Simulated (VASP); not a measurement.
# Ru (P6_3/mmc) in VASP: notebook

Ru is run at these levels: PBEsol; tasks: single point.

Everything below comes from runs of VASP 6.6.1. Logs are shortened: lines on timing, memory, paths and dates and some standing lists are left out, and cuts for length are marked.

## 1. The cell of the first run

The structure is hexagonal, space group P6_3/mmc (No. 194). The conventional cell has a = 2.692 Å, b = 2.692 Å, c = 4.246 Å, α = 90.00°, β = 90.00°, γ = 120.00°. Ru (site symmetry -6m2) has 12 Ru at 2.63 to 2.69 Å within 3.5 Å.

## 2. Single point, PBEsol

INCAR reads:

```
SYSTEM = Ru
ALGO = Normal
EDIFF = 1E-7
ENCUT = 520
GGA = PS
ISIF = 2
ISMEAR = -1
LASPH = .TRUE.
LCHARG = .FALSE.
LREAL = .FALSE.
LWAVE = .FALSE.
NBANDS = 21
NELM = 80
PREC = Accurate
SIGMA = 0.05
```

KPOINTS reads:

```
k-points
0
G
  14 14 8
  0 0 0
```

POSCAR reads:

```
Ru
1.0
    2.6918947645      0.0000000000      0.0000000000
   -1.3459473823      2.3312492503      0.0000000000
    0.0000000000      0.0000000000      4.2461226553
Ru
2
Direct
    0.3333333333      0.6666666667      0.2500000000
    0.6666666667      0.3333333333      0.7500000000
```

Potentials or basis: VASP PAW PBE potentials, release 64 (Ru_pv).

On the command line:

```sh
$ cat potpaw_PBE.64/Ru_pv/POTCAR > POTCAR
$ mpirun -np 1 vasp_std > vasp.out
```

OUTCAR:

```text
SYSTEM = Ru
   EDIFF = 1E-7
   ENCUT = 520
   GGA = PS
   ISIF = 2
   ISMEAR = -1
   LASPH = .TRUE.
   LREAL = .FALSE.
   NELM = 80
   PREC = Accurate

 ion  position               nearest neighbor table
   1  0.333  0.667  0.250-   2 2.63   2 2.63   2 2.63   2 2.63   2 2.63   2 2.63
   2  0.667  0.333  0.750-   1 2.63   1 2.63   1 2.63   1 2.63   1 2.63   1 2.63

  LATTYP: Found a hexagonal cell.
 ALAT       =     2.6918947645
 C/A-ratio  =     1.5773731987

  Lattice vectors:

 A1 = (   2.6918947645,   0.0000000000,   0.0000000000)
 A2 = (  -1.3459473823,   2.3312492503,   0.0000000000)
 A3 = (   0.0000000000,   0.0000000000,   4.2461226553)

Analysis of symmetry for initial positions (statically):
=====================================================================
 Subroutine PRICEL returns:
 Original cell was already a primitive cell.

 Routine SETGRP: Setting up the symmetry group for a
 hexagonal supercell.

 Subroutine GETGRP returns: Found 24 space group operations
 (whereof 12 operations were pure point group operations)
 out of a pool of 24 trial point group operations.

The static configuration has the point symmetry D_3d.
 The point group associated with its full space group is D_6h.

Analysis of symmetry for dynamics (positions and initial velocities):
=====================================================================
 Subroutine PRICEL returns:
 Original cell was already a primitive cell.

 Routine SETGRP: Setting up the symmetry group for a
 hexagonal supercell.

 Subroutine GETGRP returns: Found 24 space group operations
 (whereof 12 operations were pure point group operations)
 out of a pool of 24 trial point group operations.

The dynamic configuration has the point symmetry D_3d.
 The point group associated with its full space group is D_6h.

 Subroutine INISYM returns: Found 24 space group operations
 (whereof 12 operations are pure point group operations),
 and found     1 'primitive' translations

----------------------------------------------------------------------------------------

                                     Primitive cell

  volume of cell :      26.6464

  direct lattice vectors                    reciprocal lattice vectors
     2.691894765  0.000000000  0.000000000     0.371485547  0.214477281  0.000000000
    -1.345947382  2.331249250  0.000000000     0.000000000  0.428954562  0.000000000
     0.000000000  0.000000000  4.246122655     0.000000000  0.000000000  0.235508976

  length of vectors
[... 80 lines left out ...]
   ENCUT  =  520.0 eV  38.22 Ry    6.18 a.u.   5.01  5.01  7.89*2*pi/ulx,y,z
   NELM   =     80;   NELMIN=  2; NELMDL= -5     # of ELM steps
   EDIFF  = 0.1E-06   stopping-criterion for ELM
   LREAL  =      F    real-space projection
   EDIFFG = 0.1E-05   stopping-criterion for IOM
   NSW    =      0    number of steps for IOM
   IBRION =     -1    ionic relax: 0-MD 1-quasi-New 2-CG
   NFREE  =      0    steps in history (QN), initial steepest desc. (CG)
   ISIF   =      2    stress and relaxation
   ISYM   =      2    0-nonsym 1-usesym 2-fastsym
   POTIM  = 0.5000    time-step for ionic-motion
   TEBEG  =    0.0;   TEEND  =   0.0 temperature during run
   PSTRESS=    0.0 pullay stress
   NELECT =      28.0000    total number of electrons
   NUPDOWN=      -1.0000    fix difference up-down
   EMIN   =  10.00;   EMAX   =-10.00  energy-range for DOS
   EFERMI =   0.00;   METHOD = LEGACY
   ISMEAR =    -1;   SIGMA  =   0.05  broadening in eV -4-tet -1-fermi 0-gaus
   EFERMI_NEDOS =   21; number of points for ismear=-14 and -15
   IALGO  =     38    algorithm
   IMIX   =      4    mixing-type and parameters
     AMIX     =   0.40;   BMIX     =  1.00
     AMIX_MAG =   1.60;   BMIX_MAG =  1.00
  volume/ion in A,a.u.               =      13.32        89.91
  Fermi-wavevector in a.u.,A,eV,Ry     =   1.664362  3.145188 37.689500  2.770100
  Thomas-Fermi vector in A             =   2.750919
   LORBIT       =      0    0 simple, 1 ext, 2 COOP (PROOUT), +10 PAW based schemes
   GGA     = PS    functional components
   LHFCALC =     F    Hartree Fock is set to
   AEXX    =    0.0000 exact exchange contribution
   IVDW    =     0    specifies the selected vdW correction
   LEPSILON=     F    determine dielectric tensor
   LRPA    =     F    only Hartree local field effects (RPA)
 non-spin polarized calculation
  energy-cutoff  :      520.00
  volume of cell :       26.65
 maximum number of plane-waves:       735
 NGX is ok and might be reduce to    20
   NGX =  9   NGY =  9   NGZ = 15

 number of electron      27.9999997 magnetization

 Free energy of the ion-electron system (eV)
  ---------------------------------------------------
  ext. energy  EPLUGINS =         0.00000000
  ---------------------------------------------------
  free energy    TOTEN  =       -20.34456829 eV

  energy without entropy =      -20.32847984  energy(sigma->0) =      -20.33652406

 E-fermi :  13.0413     XC(G=0): -14.3980

 val. band max:       13.0337308352   @ k =   0.0000   0.0000   0.3750
 cond. band min:      13.0418005697   @ k =   0.4286   0.0714   0.2500
 fundamental gap:      0.0080697345
 Fermi energy:        13.0412890453

 k-point     1 :       0.0000    0.0000    0.0000
  band No.  band energies     occupation
      1     -30.6385      2.00000
      2     -29.6346      2.00000
      3     -29.6346      2.00000
      4     -29.4502      2.00000
      5     -29.4502      2.00000
      6     -29.4066      2.00000
[... 565 lines left out ...]
     20      23.3006      0.00000
     21      23.3012      0.00000

 [... further k-points ...]

------------------------ aborting loop because EDIFF is reached ----------------------------------------

  FORCE on cell =-STRESS in cart. coord.  units (eV):
  Direction    XX          YY          ZZ          XY          YZ          ZX
  --------------------------------------------------------------------------------------
  -------------------------------------------------------------------------------------
  Total       -0.0066089     -0.0066089     -0.0006097      0.0000000      0.0000000      0.0000000
  in kB       -0.3973764     -0.3973764     -0.0366591      0.0000000      0.0000000      0.0000000
  external PRESSURE =      -0.2771373 kB  Pullay stress =       0.0000000 kB

 VOLUME and BASIS-vectors are now :
 -----------------------------------------------------------------------------
  energy-cutoff  :      520.00
  volume of cell :       26.65
      direct lattice vectors                 reciprocal lattice vectors
     2.691894765  0.000000000  0.000000000     0.371485547  0.214477281  0.000000000
    -1.345947382  2.331249250  0.000000000     0.000000000  0.428954562  0.000000000
     0.000000000  0.000000000  4.246122655     0.000000000  0.000000000  0.235508976

 POSITION                                       TOTAL-FORCE (eV/Angst)
 -----------------------------------------------------------------------------------
     -0.00000      1.55417      1.06153        -0.000000      0.000000      0.000000
      1.34595      0.77708      3.18459         0.000000     -0.000000      0.000000
 -----------------------------------------------------------------------------------
    total drift:                               -0.000000      0.000000     -0.000000

  FREE ENERGIE OF THE ION-ELECTRON SYSTEM (eV)
  ---------------------------------------------------
  free  energy   TOTEN  =       -20.3445682863 eV

  energy  without entropy=      -20.3284798401  energy(sigma->0) =      -20.33652406
```

stdout:

```text
POSCAR found type information on POSCAR Ru
 POSCAR found :  1 types and       2 ions
 scaLAPACK will be used
 -----------------------------------------------------------------------------
|                                                                             |
|                                                                             |
|     You enforced a specific xc type in the INCAR file but a different       |
|     I HOPE YOU KNOW WHAT YOU ARE DOING!                                     |
|                                                                             |
 -----------------------------------------------------------------------------

 LDA part: xc-table for (Slater+PW92), standard interpolation
 POSCAR, INCAR and KPOINTS ok, starting setup
 FFT: planning ... GRIDC
 FFT: planning ... GRID_SOFT
 FFT: planning ... GRID
 WAVECAR not read
 entering main loop
```

Wall time 27 s (1 thread of Intel Xeon Platinum 8488C (Sapphire Rapids), shared host); peak memory 0.17 GiB.

What came out:

```
Free energy            : -20.3446 eV
Pressure               : 0.0 GPa
Band gap on the k mesh : zero (band 14 reaches 14.72 eV, above the bottom of band 15 at 11.47 eV)
```

Levels at points of the mesh, in eV from the Fermi level:
```tsv
k point	band 10	band 11	band 12	band 13	band 14	band 15	band 16	band 17	band 18	band 19
(0.00, 0.00, 0.00)	-2.68	-2.46	-1.96	-1.96	-1.45	-1.45	1.23	1.23	1.30	10.22
(0.50, 0.00, 0.00)	-3.13	-2.11	-1.87	-1.55	1.47	1.91	2.01	4.16	6.23	10.25
(0.00, 0.00, 0.50)	-2.86	-2.86	-2.86	-2.78	-2.78	0.58	0.58	0.58	0.58	10.26
(0.50, 0.00, 0.50)	-4.66	-1.10	-1.10	0.45	0.45	1.74	1.74	3.44	3.44	10.24
```

Caveat: the PAW data sets were made with another functional, which shifts forces and pressure a little.

(Part 1 of 2 ends here.)
